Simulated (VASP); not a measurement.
Write the native input for VASP 6.6.1 that does the following.

| Quantity | Value |
| --- | --- |
| Task | single point |
| Functional | PBEsol-based global hybrid with 25 % exact exchange |
| Potentials or basis | VASP PAW PBE potentials, release 64 (Nb_sv, P) |
| Cutoff | 520 eV |
| k mesh | 6 × 6 × 6 |
| Occupations | fermi-dirac, width 0.05 eV |
| Spin | no spin polarisation |
| Dipole correction | no |
| Grid for exact exchange (PRECFOCK) | Normal |
| Share of exact exchange | 0.25 |
| Further INCAR settings | ALGO = Normal; EDIFF = 1e-06; NBANDS = 26 |

The system is NbP.

```
CELL_PARAMETERS angstrom
-1.67492 1.67492 5.74011
1.67492 -1.67492 5.74011
1.67492 1.67492 -5.74011
ATOMIC_POSITIONS crystal
Nb 0.24988 0.74988 0.50000
Nb 0.49988 0.49988 0.00000
P 0.83275 0.33275 0.50000
P 0.08275 0.08275 0.00000
```

These files were run (other wordings do the same):

POSCAR

```
NbP
1.0
   -1.6749232544      1.6749232544      5.7401081759
    1.6749232544     -1.6749232544      5.7401081759
    1.6749232544      1.6749232544     -5.7401081759
Nb P
2 2
Direct
    0.2498808000      0.7498808000      0.5000000000
    0.4998808000      0.4998808000      0.0000000000
    0.8327477700      0.3327477700      0.5000000000
    0.0827477700      0.0827477700      0.0000000000
```

INCAR.step1

```
PREC     = Accurate       # precision mode
ENCUT    = 520            # plane-wave cutoff, eV
EDIFF    = 1E-5           # SCF threshold, eV
ISMEAR   = -1             # smearing method
SIGMA    = 0.05           # smearing width, eV
LREAL    = F              # projectors in reciprocal space
LASPH    = T              # aspherical terms in the spheres
NELM     = 100            # most SCF steps
ALGO     = Normal         # electronic algorithm
ISIF     = 2              # what is computed and relaxed
LWAVE    = T              # write WAVECAR
LCHARG   = F              # write CHGCAR
GGA      = PE             # functional
NBANDS   = 26             # bands
LUSENCCL = F
```

INCAR.step2

```
PREC     = Accurate       # precision mode
ENCUT    = 520            # plane-wave cutoff, eV
EDIFF    = 1E-6           # SCF threshold, eV
ISMEAR   = -1             # smearing method
SIGMA    = 0.05           # smearing width, eV
LREAL    = F              # projectors in reciprocal space
LASPH    = T              # aspherical terms in the spheres
NELM     = 100            # most SCF steps
ALGO     = Normal         # electronic algorithm
ISIF     = 2              # what is computed and relaxed
LWAVE    = F              # write WAVECAR
LCHARG   = F              # write CHGCAR
GGA      = PS             # functional
LHFCALC  = T              # exact exchange
AEXX     = 0.25           # exact-exchange fraction
PRECFOCK = Normal       
ISTART   = 1            
NBANDS   = 26             # bands
LUSENCCL = F
```

KPOINTS

```
regular mesh
0
Gamma
  6 6 6
```

Potentials or basis: VASP PAW PBE potentials, release 64 (Nb_sv, P).

Run with:

```console
$ cat potpaw_PBE.64/Nb_sv/POTCAR potpaw_PBE.64/P/POTCAR > POTCAR
$ cp INCAR.step1 INCAR
$ mpirun -np 1 vasp_std > vasp.out
$ cp INCAR.step2 INCAR
$ mpirun -np 1 vasp_std > vasp.out
```

Results of the run:

```
Pressure               : -9.6 GPa
Largest force          : 0.026 eV/Å
Band gap on the k mesh : 0.57 eV (least direct gap 0.65 eV)
```

Caveat: the cell stands under tension; the PAW data sets were made with another functional, which shifts forces and pressure a little.

Wall time 32 min on 1 × NVIDIA H100 80GB with 1 thread of AMD EPYC 7R13 Processor (Zen 3), on a shared host, peak memory 1.3 GiB.
